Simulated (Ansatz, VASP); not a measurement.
MgO: VASP beside Ansatz

File INCAR:

```
  ALGO = Normal
  EDIFF = 1E-6
  ENCUT = 520
  GGA = PE
  ISIF = 2
  ISMEAR = 0
  LASPH = T
  LCHARG = T
  LELF = T
  LREAL = F
  LVHAR = T
  LWAVE = F
  NBANDS = 26
  NELM = 60
  PREC = Accurate
  SIGMA = 0.01
```

The input KPOINTS:

```
k-points
0
Gamma
  12 12 4
```

File POSCAR:

```
MgO
1.0
    3.2466324030      0.0000000000      0.0000000000
   -1.6233162015      2.8116661377      0.0000000000
    0.0000000000      0.0000000000     10.3956307513
Mg O
4 4
Direct
    0.0000000000      0.0000000000     -0.0021419911
    0.3333333333      0.6666666667      0.2492181640
    0.0000000000      0.0000000000      0.4978580089
    0.6666666667      0.3333333333      0.7492181640
    0.0000000000      0.0000000000      0.1891471549
    0.3333333333      0.6666666667      0.4387766722
    0.0000000000      0.0000000000      0.6891471549
    0.6666666667      0.3333333333      0.9387766722
```

Input for Ansatz:

```yaml
crystal:
  lattice:
    - [3.246632403, 0.0, 0.0]
    - [-1.6233162015, 2.8116661377, 0.0]
    - [0.0, 0.0, 10.3956307513]
  atoms:
    - { symbol: Mg, position: [0.0, 0.0, -0.0021419911] }
    - { symbol: Mg, position: [0.3333333333, 0.6666666667, 0.249218164] }
    - { symbol: Mg, position: [0.0, 0.0, 0.4978580089] }
    - { symbol: Mg, position: [0.6666666667, 0.3333333333, 0.749218164] }
    - { symbol: O, position: [0.0, 0.0, 0.1891471549] }
    - { symbol: O, position: [0.3333333333, 0.6666666667, 0.4387766722] }
    - { symbol: O, position: [0.0, 0.0, 0.6891471549] }
    - { symbol: O, position: [0.6666666667, 0.3333333333, 0.9387766722] }
kpoints:
  mp_grid: { grid: [12, 12, 4] }
  band_path:
    path:
      - [0.0, 0.0, 0.0]
      - [0.5, 0.0, 0.0]
      - [0.3333333333, 0.3333333333, 0.0]
      - [0.0, 0.0, 0.5]
      - [0.5, 0.0, 0.5]
      - [0.3333333333, 0.3333333333, 0.5]
    npoints: 1
hamiltonian:
  xc: pbe
scf:
  occupations: { method: fixed }
  n_extra_bands: 6
output:
  forces: true
  stress: true
  eigenvalues: true
```

Alike in both runs: task single point; functional PBE; k mesh 12 × 12 × 4; no spin polarisation.

|  | VASP | Ansatz |
| --- | --- | --- |
| version | VASP 6.6.1 | Ansatz 0.2.0 |
| potentials or method | VASP PAW PBE potentials, release 64 (Mg, O) | plane waves, PAW |
| plane-wave cutoff (eV) | 520 | 420 |
| occupations | gaussian, width 0.01 eV | fixed |
| valence electrons in the cell | 32 | 64 |

Ansatz gave:

* gap on the k mesh at the Fermi level (eV): 3.64
* pressure (GPa): 3.9
* rms of the force components (eV/Å): 0.004

Task: Which values does VASP return?

Result: gap on the k mesh at the Fermi level (eV): 3.62; pressure (GPa): 3.5; rms of the force components (eV/Å): 0.004.

Atom by atom the forces differ by 0.001 eV/Å (rms over components). VASP's potentials hold 32 valence electrons a cell and Ansatz's 64, so a difference there can come from the potentials and not from the codes.
